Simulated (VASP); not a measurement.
Set up this calculation in VASP 6.6.1, as the native input.

- Task: single point
- Functional: PBE
- Potentials or basis: VASP PAW PBE potentials, release 64 (Se, O)
- Cutoff: 520 eV
- k mesh: 10 × 10 × 16
- Occupations: gaussian, width 0.1 eV
- Spin: no spin polarisation
- Dipole correction: no
- Further INCAR settings: ALGO = Normal; EDIFF = 1e-06; NBANDS = 20

The structure of SeO lies in POSCAR:

```
SeO
1.0
    2.4974276017     -6.3127254208      0.0000000000
    2.4974276017      6.3127254208      0.0000000000
    0.0000000000      0.0000000000      2.8965212881
Se O
2 2
Direct
    0.6650608409      0.3349391591      0.7500000000
    0.3349391591      0.6650608409      0.2500000000
    0.7973456734      0.2026543266      0.7500000000
    0.2026543266      0.7973456734      0.2500000000
```

These files were run (other wordings do the same):

INCAR

```
ALGO = Normal
EDIFF = 1E-6
ENCUT = 520
GGA = PE
ISIF = 2
ISMEAR = 0
LASPH = True
LCHARG = True
LELF = True
LREAL = False
LVHAR = True
LWAVE = False
NBANDS = 20
NELM = 100
PREC = Accurate
SIGMA = 0.1
```

KPOINTS

```
k-points
0
Gamma
  10 10 16
```

Potentials or basis: VASP PAW PBE potentials, release 64 (Se, O).

Run with:

```sh
$ cat potpaw_PBE.64/Se/POTCAR potpaw_PBE.64/O/POTCAR > POTCAR
$ mpirun -np 1 vasp_std > vasp.out
```

It gave:

```
Pressure               : 0.5 GPa
Largest force          : 0.298 eV/Å
Band gap on the k mesh : zero (bands 12 and 13 overlap by 2.11 eV)
```

It took 7.8 min on 1 thread of Intel(R) Xeon(R) Platinum 8259CL CPU @ 2.50GHz (Skylake/Cascade Lake), on a shared host, peak memory 0.55 GiB.
